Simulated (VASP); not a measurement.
Here is a VASP 6.6.1 calculation.

INCAR

```
SYSTEM = Al
ALGO = Normal ; EDIFF = 1E-6
ENCUT = 520 ; GGA = PS
ISIF = 2 ; ISMEAR = 0
IVDW = 12 ; LASPH = .True.
LCHARG = .False. ; LREAL = .False.
LWAVE = .False. ; NBANDS = 10
NELM = 60 ; PREC = Accurate
SIGMA = 0.1
```

The input KPOINTS:

```
k-points
0
Gamma
  24 24 12
  0 0 0
```

The input POSCAR:

```
Al
1.0
    2.8739669612      0.0000000000      0.0000000000
   -1.4369834806      2.4889283980      0.0000000000
    0.0000000000      0.0000000000      4.5642551579
Al
2
Direct
    0.6666666667      0.3333333333      0.7500000000
    0.3333333333      0.6666666667      0.2500000000
```

Potentials or basis: VASP PAW PBE potentials, release 64 (Al).

Launch:

```console
$ cat potpaw_PBE.64/Al/POTCAR > POTCAR
$ mpirun -np 1 vasp_std > vasp.out
```

Question: Estimate the band gap on the k mesh.

Answer: Zero (band 3 reaches 12.69 eV, above the bottom of band 4 at 4.78 eV).

Question: Estimate the dispersion energy per atom.

Answer: -0.321 eV.

Stress tensor (GPa, compression positive):
```
-4.19  0.00  0.00
 0.00 -4.19  0.00
 0.00  0.00 -0.99
```

Caveat: the cell differs from its parent crystal (biaxial strain in the a-b plane: +3.0 %); the PAW data sets were made with another functional, which shifts forces and pressure a little; pairwise dispersion overbinds metals, which lowers pressure and volume.
